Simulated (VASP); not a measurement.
**La4H: single point with PBE**

The system is La4H.

```
CELL_PARAMETERS angstrom
-3.28356 3.28356 3.28356
3.28356 -3.28356 3.28356
3.28356 3.28356 -3.28356
ATOMIC_POSITIONS crystal
La 0.50000 0.50000 0.50000
La 0.00000 0.00000 0.50000
La 0.00000 0.50000 0.00000
La 0.50000 0.00000 0.00000
H 0.00000 0.00000 0.00000
```

```
Program                : VASP 6.6.1
Task                   : single point
Functional             : PBE
Potentials or basis    : VASP PAW PBE potentials, release 64 (La, H)
Cutoff                 : 520 eV
k mesh                 : 4 × 4 × 4
Occupations            : gaussian, width 0.1 eV
Spin                   : no spin polarisation
Dipole correction      : no
Further INCAR settings : ALGO = Normal; EDIFF = 1e-06; NBANDS = 30
```

The pressure is -0.2 GPa.

Levels at points of the mesh, in eV from the Fermi level:
```csv
k point,band 18,band 19,band 20,band 21,band 22,band 23,band 24,band 25,band 26,band 27
"(0.00, 0.00, 0.00)",-2.75,-2.59,-2.59,-1.20,-1.20,0.60,0.60,0.60,1.47,1.47
"(0.50, 0.00, 0.00)",-1.11,-1.09,-1.06,-0.26,-0.25,-0.05,-0.05,0.79,0.98,1.27
"(0.50, 0.50, 0.50)",-1.33,-1.33,-1.33,-0.68,-0.68,-0.68,-0.32,-0.32,-0.32,0.95
```

It took 47 s on 1 thread of Intel(R) Xeon(R) Platinum 8375C CPU @ 2.90GHz (Ice Lake) (shared host), peak memory 0.26 GiB.

Caveat: spin-orbit coupling is left out, which moves the levels of the heavy elements.
